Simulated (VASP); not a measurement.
MgO, 2 atoms in the cell. The structure is cubic, space group Fm-3m (No. 225). Conventional cell: a = 4.194 Å, b = 4.194 Å, c = 4.194 Å, α = 90.00°, β = 90.00°, γ = 90.00°. Mg (site symmetry m-3m) has 6 O at 2.10 Å within 2.8 Å. Within 2.8 Å of O (site symmetry m-3m) lie 6 Mg at 2.10 Å. 

* Program: VASP 6.6.1
* Task: relaxation of cell and atoms
* Functional: revPBE
* Dispersion: D3(BJ)
* Potentials or basis: VASP PAW PBE potentials, release 64 (Mg, O)
* Cutoff: 600 eV
* k mesh: 11 × 11 × 11
* Occupations: gaussian, width 0.01 eV
* Spin: no spin polarisation
* Dipole correction: no
* Further INCAR settings: ALGO = Normal; EDIFF = 1e-06; IBRION = 2; EDIFFG = -0.01; NSW = 60; ISIF = 3

Potentials or basis: VASP PAW PBE potentials, release 64 (Mg, O).

Command:

```console
$ cat potpaw_PBE.64/Mg/POTCAR potpaw_PBE.64/O/POTCAR > POTCAR
$ mpirun -np 1 vasp_std > vasp.out
```

Hardware: 1 thread of Intel(R) Xeon(R) 6975P-C (Granite Rapids), on a shared host.

Q: Estimate the wall time of this run.

A: Run time: 6.3 s on 1 thread of Intel(R) Xeon(R) 6975P-C (Granite Rapids), on a shared host, peak memory 0.16 GiB. Counts: scf iterations 19, k points 56, ion steps 3.
